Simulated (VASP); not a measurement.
A run of VASP 6.6.1 is set up as follows.

The input INCAR:

```
ALGO = Fast
EDIFF = 1E-6
EDIFFG = -0.005
ENCUT = 600
GGA = PE
IBRION = 2
ISIF = 3
ISMEAR = 0
LASPH = T
LCHARG = F
LREAL = F
LWAVE = F
NELM = 100
NSW = 100
PREC = Accurate
SIGMA = 0.1
```

The input KPOINTS:

```
k-points
0
Gamma
  18 18 18
```

Contents of POSCAR:

```
Os
1.0
    0.0000000000     -1.9277479013     -1.9277479013
    1.9277479013      0.0000000000     -1.9277479013
    1.9277479013     -1.9277479013      0.0000000000
Os
1
Direct
    0.0000000000      0.0000000000      0.0000000000
```

Potentials or basis: VASP PAW PBE potentials, release 64 (Os).

The run is started by

```console
$ cat potpaw_PBE.64/Os/POTCAR > POTCAR
$ mpirun -np 1 vasp_std > vasp.out
```

(1) Estimate the band gap on the k mesh.

(2) Estimate the relaxed cell.

(3) Predict the space group after relaxing (to 0.05 Å).

Results:

(1) zero (band 4 reaches 11.32 eV, above the bottom of band 5 at 7.64 eV).

(2) a = 2.726 Å, b = 2.726 Å, c = 2.726 Å, α = 60.00°, β = 60.00°, γ = 60.00°.

(3) Fm-3m (No. 225).

Caveat: spin-orbit coupling is left out, which moves the levels of the heavy elements.
